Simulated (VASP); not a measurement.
Write the native input for VASP 6.6.1 that does the following.

```yaml
Task: single point
Functional: PBEsol
Potentials_or_basis: VASP PAW PBE potentials, release 64 (Fe, Al)
Cutoff: 520 eV
k_mesh: 8 × 8 × 8
Occupations: fermi-dirac, width 0.05 eV
Spin: collinear spin, ferromagnetic start
Starting_moments: "[6.0, 0.0] μB"
Fixed_moment: 6 μB
Dipole_correction: no
Further_INCAR_settings: ALGO = Normal; EDIFF = 1e-07; NBANDS = 16
```

The structure of AlFe lies in POSCAR:

```
AlFe
1.0
    2.9100000000      0.0000000000      0.0000000000
    0.0000000000      2.9100000000      0.0000000000
    0.0000000000      0.0000000000      2.9100000000
Fe Al
1 1
Direct
    0.5000000000      0.5000000000      0.5000000000
    0.0000000000      0.0000000000      0.0000000000
```

The input as run:

INCAR

```
SYSTEM = AlFe
ALGO     = Normal         ! electronic algorithm
EDIFF    = 1E-7           ! SCF threshold, eV
ENCUT    = 520            ! plane-wave cutoff, eV
GGA      = PS             ! functional
ISIF     = 2              ! what is computed and relaxed
ISMEAR   = -1             ! smearing method
ISPIN    = 2              ! spin polarisation
LASPH    = .True.         ! aspherical terms in the spheres
LCHARG   = .False.        ! write CHGCAR
LMAXMIX  = 4              ! l up to which the mixer works
LORBIT   = 11             ! projections on sites
LREAL    = .False.        ! projectors in reciprocal space
LWAVE    = .False.        ! write WAVECAR
MAGMOM   = 6 0            ! initial moments
NBANDS   = 16             ! bands
NELM     = 150            ! most SCF steps
NUPDOWN  = 6.0            ! fixed moment
PREC     = Accurate       ! precision mode
SIGMA    = 0.05           ! smearing width, eV
```

KPOINTS

```
k-points
0
Gamma
  8 8 8
  0 0 0
```

Potentials or basis: VASP PAW PBE potentials, release 64 (Fe, Al).

Launch:

```bash
$ cat potpaw_PBE.64/Fe/POTCAR potpaw_PBE.64/Al/POTCAR > POTCAR
$ mpirun -np 1 vasp_std > vasp.out
```

It gave:

The pressure is 75.6 GPa. The net moment is 6.00 μB per cell. The site moments are Fe +4.47; Al +0.34 μB and the valence electrons inside the program's atomic spheres are Fe 7.04; Al 0.93.

Caveat: the cell stands under pressure; the PAW data sets were made with another functional, which shifts forces and pressure a little; the total moment is fixed, so each spin has its own Fermi level.

Wall time 44 s on 1 thread of Intel Xeon 8259CL (shared host), peak memory 0.16 GiB.
